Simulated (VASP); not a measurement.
Wanted: the native input for a VASP 6.6.1 run.

```
Task                   : relaxation of cell and atoms
Functional             : PBE
Potentials or basis    : VASP PAW PBE potentials, release 64 (Sc_sv)
Cutoff                 : 600 eV
k mesh                 : 15 × 15 × 8
Occupations            : gaussian, width 0.1 eV
Spin                   : no spin polarisation
Dipole correction      : no
Further INCAR settings : ALGO = Fast; EDIFF = 1e-06; IBRION = 2; EDIFFG = -0.005; NSW = 100; ISIF = 3
```

The structure of Sc lies in POSCAR:

```
Sc
1.0
    3.3087978973      0.0000000000      0.0000000000
   -1.6543989486      2.8655030350      0.0000000000
    0.0000000000      0.0000000000      5.2680000000
Sc
2
Direct
    0.3333333333      0.6666666667      0.2500000000
    0.6666666667      0.3333333333      0.7500000000
```

One way to write it, as run:

INCAR

```
PREC = Accurate
ENCUT = 600
EDIFF = 1E-6
ISMEAR = 0
SIGMA = 0.1
LREAL = False
LASPH = True
NELM = 100
ALGO = Fast
ISIF = 3
LWAVE = False
LCHARG = False
GGA = PE
IBRION = 2
NSW = 100
EDIFFG = -0.005
```

KPOINTS

```
Automatic mesh
0
Gamma
  15 15 8
```

Potentials or basis: VASP PAW PBE potentials, release 64 (Sc_sv).

Launch:

```bash
$ cat potpaw_PBE.64/Sc_sv/POTCAR > POTCAR
$ mpirun -np 1 vasp_std > vasp.out
```

It gave:

The relaxed volume is 24.67 Å³/atom and the relaxed cell is a = 3.320 Å, b = 3.320 Å, c = 5.167 Å, α = 90.00°, β = 90.00°, γ = 120.00°. The space group after relaxing (to 0.1 Å) is P6_3/mmc (No. 194) and the energy gained by relaxing is 2.6 meV/atom. The ionic steps are 7, the pressure after relaxing is 0.0 GPa and the band gap on the k mesh is zero (bands 11 and 12 overlap by 1.48 eV).

Run time: 16 min on 1 thread of Oxide Virtual Turin-like Processor, with other jobs on the host, peak memory 0.23 GiB.
